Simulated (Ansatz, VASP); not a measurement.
**Two plane-wave programs on Si**

```
Si
1.0
    10.86000    0.00000    0.00000
     0.00000   10.86000    0.00000
     0.00000    0.00000   10.86000
Si
63
Direct
  0.49792 0.99849 0.99838
  0.62439 0.12393 0.12554
  0.74990 0.25032 0.00056
  0.87619 0.37595 0.12538
  0.75036 0.99965 0.24990
  0.87456 0.12550 0.37532
  0.00203 0.99777 0.00056
  0.12525 0.12477 0.12453
  0.24966 0.25018 0.00018
  0.37480 0.37465 0.12470
  0.49752 0.50234 0.00122
  0.62523 0.62500 0.12488
  0.74963 0.75010 0.00023
  0.87513 0.87446 0.12441
  0.24928 0.99824 0.24814
  0.37522 0.12487 0.37454
  0.49984 0.24977 0.24994
  0.62527 0.37499 0.37502
  0.75074 0.50035 0.25008
  0.87582 0.62528 0.37434
  0.49964 0.99996 0.49944
  0.62510 0.12488 0.62494
  0.74964 0.25018 0.50020
  0.87493 0.37491 0.62470
  0.75071 0.00007 0.75040
  0.87572 0.12470 0.87499
  0.00189 0.50226 0.99868
  0.12951 0.62842 0.12096
  0.37267 0.87220 0.12211
  0.00010 0.24990 0.24982
  0.12459 0.37573 0.37404
  0.25158 0.50188 0.24834
  0.37439 0.62562 0.37552
  0.49800 0.74852 0.24834
  0.62437 0.87534 0.37414
  0.00010 0.00002 0.49974
  0.12456 0.12406 0.62584
  0.24954 0.25039 0.50039
  0.37570 0.37604 0.62585
  0.49973 0.50058 0.50002
  0.62424 0.62453 0.62612
  0.74993 0.75041 0.50039
  0.87617 0.87553 0.62573
  0.25140 0.99822 0.75201
  0.37425 0.12566 0.87548
  0.49961 0.25007 0.75035
  0.62417 0.37584 0.87457
  0.75016 0.50033 0.75055
  0.87456 0.62575 0.87571
  0.00234 0.75089 0.24761
  0.12542 0.87470 0.37481
  0.99996 0.50032 0.49949
  0.12514 0.62518 0.62482
  0.24966 0.75019 0.50013
  0.37466 0.87487 0.62452
  0.00000 0.24984 0.75022
  0.12525 0.37494 0.87521
  0.24903 0.50247 0.75237
  0.37137 0.62890 0.87867
  0.49753 0.75159 0.75232
  0.62536 0.87492 0.87520
  0.00185 0.74880 0.75221
  0.12923 0.87087 0.87853
```

Alike in both runs: functional PBEsol; k mesh 1 × 1 × 1; occupations fermi-dirac, width 0.02 eV; no spin polarisation.

Ansatz relaxed the structure, and its values are those at the end. VASP's run is a single point on that final structure, the one shown.

|  | VASP | Ansatz |
| --- | --- | --- |
| version | VASP 6.6.1 | Ansatz 0.2.0 |
| potentials or method | VASP PAW PBE potentials, release 64 (Si), cutoff 520 eV | scalar-relativistic, plane waves, PAW |
| valence electrons in the cell | 252 | 252 |

|  | VASP | Ansatz | Ansatz less VASP |
| --- | --- | --- | --- |
| rms of the force components (eV/Å) | 0.007 | 0.007 | -0.0004 |

VASP's potentials were made for PBE, not for PBEsol, and Ansatz warns of the same on its side.
